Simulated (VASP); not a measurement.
A run of VASP 6.6.1:

INCAR

```
PREC = Accurate ; ENCUT = 520
EDIFF = 1E-6 ; ISMEAR = 0
SIGMA = 0.1 ; LREAL = F
LASPH = T ; NELM = 100
ALGO = Normal ; ISIF = 2
LWAVE = F ; LCHARG = F
GGA = PE ; NBANDS = 30
```

The input KPOINTS:

```
Automatic mesh
0
Gamma
  14 8 10
```

POSCAR

```
Au
1.0
    2.8367671318      0.0000000000      0.0000000000
    0.0000000000      5.0893544553      0.0000000000
    0.0000000000      0.0000000000      4.8432115601
Au
4
Direct
    0.0000000000      0.3360485564      0.7500000000
    0.5000000000      0.1639514436      0.2500000000
    0.5000000000      0.8360485564      0.7500000000
    0.0000000000      0.6639514436      0.2500000000
```

Potentials or basis: VASP PAW PBE potentials, release 64 (Au).

Launch:

```bash
$ cat potpaw_PBE.64/Au/POTCAR > POTCAR
$ mpirun -np 1 vasp_std > vasp.out
```

Hardware: 1 thread of AMD EPYC 7R43 64-Core Processor (Zen 3) (shared host).

Q: Estimate the wall time of this run.

A: Run time: 8.4 min on 1 thread of AMD EPYC 7R43 64-Core Processor (Zen 3) (shared host), peak memory 0.41 GiB. Counts: scf iterations 11, k points 240.
